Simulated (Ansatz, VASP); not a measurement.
## Two plane-wave programs on Hg

Contents of INCAR:

```
PREC = Accurate ; ENCUT = 520
EDIFF = 1E-6 ; ISMEAR = 0
SIGMA = 0.15 ; LREAL = F
LASPH = T ; NELM = 80
ALGO = Fast ; ISIF = 2
LWAVE = F ; LCHARG = F
GGA = PS ; IVDW = 12
NBANDS = 19
```

The input KPOINTS:

```
Automatic mesh
0
Gamma
  18 18 10
```

Contents of POSCAR:

```
Hg
1.0
    3.0358000000      0.0000000000      0.0000000000
   -1.5179000000      2.6290799208      0.0000000000
    0.0000000000      0.0000000000      5.0554047156
Hg
2
Direct
    0.6666666667      0.3333333333      0.7500000000
    0.3333333333      0.6666666667      0.2500000000
```

Input for Ansatz:

```yaml
crystal:
  lattice:
    - [3.0358, 0.0, 0.0]
    - [-1.5179, 2.6290799208, 0.0]
    - [0.0, 0.0, 5.0554047156]
  atoms:
    - { symbol: Hg, position: [0.6666666667, 0.3333333333, 0.75] }
    - { symbol: Hg, position: [0.3333333333, 0.6666666667, 0.25] }
basis:
  ecutwfc: 420
kpoints:
  mp_grid: { grid: [18, 18, 10] }
hamiltonian:
  xc: pbesol
  dispersion: d3bj
scf:
  occupations: { method: gaussian, width: 0.15 }
output:
  forces: true
  stress: true
  eigenvalues: true
```

Alike in both runs: task single point; functional PBEsol; dispersion D3(BJ); k mesh 18 × 18 × 10; occupations gaussian, width 0.15 eV; no spin polarisation.

```csv
,VASP,Ansatz
version,VASP 6.6.1,Ansatz 0.2.0
potentials or method,"VASP PAW PBE potentials, release 64 (Hg), cutoff 520 eV","scalar-relativistic, plane waves, PAW"
valence electrons in the cell,24,40
```

Ansatz gave:

```
gap on the k mesh at the Fermi level (eV)                     : none
pressure (GPa)                                                : 5.3
traceless stress, the component that is largest in VASP (GPa) : 0.22
```

**Question.** Estimate VASP's values.

**Answer.** gap on the k mesh at the Fermi level (eV): none; pressure (GPa): 6.2; traceless stress, the component that is largest in VASP (GPa): 0.16.

VASP's potentials were made for PBE, not for PBEsol. A gap of «none» marks a metal or a gap that the smearing closes. VASP's potentials hold 24 valence electrons a cell and Ansatz's 40, so a difference there can come from the potentials and not from the codes.

Neither program's run includes spin-orbit coupling.
